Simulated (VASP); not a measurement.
**BP: single point with RPBE**

The system is BP.

```
CELL_PARAMETERS angstrom
0.00000 2.27421 2.27421
2.27421 0.00000 2.27421
2.27421 2.27421 0.00000
ATOMIC_POSITIONS crystal
B 0.00000 0.00000 0.00000
P 0.75000 0.75000 0.75000
```

```
Program             : VASP 6.6.1
Task                : single point
Functional          : RPBE
Potentials or basis : VASP PAW PBE potentials, release 64 (B, P)
Cutoff              : 520 eV
k mesh              : 15 × 15 × 15
Occupations         : gaussian, width 0.05 eV
Spin                : no spin polarisation
```

```json
{
 "Pressure": "2.3 GPa",
 "Band gap on the k mesh": "1.26 eV, indirect (least direct gap 3.38 eV)"
}
```

Levels at points of the mesh, in eV from the valence-band top:
```
           k point  band 1  band 2  band 3  band 4  band 5  band 6  band 7  band 8
(0.00, 0.00, 0.00)  -15.42    0.00    0.00    0.00    3.38    3.38    3.38    7.31
```

Run time: 4.4 min on 1 thread of AMD EPYC 7R43 64-Core Processor (Zen 3), on a shared host, peak memory 0.44 GiB.

Caveat: the PAW data sets were made with another functional, which shifts forces and pressure a little. A k mesh can miss the band edges.
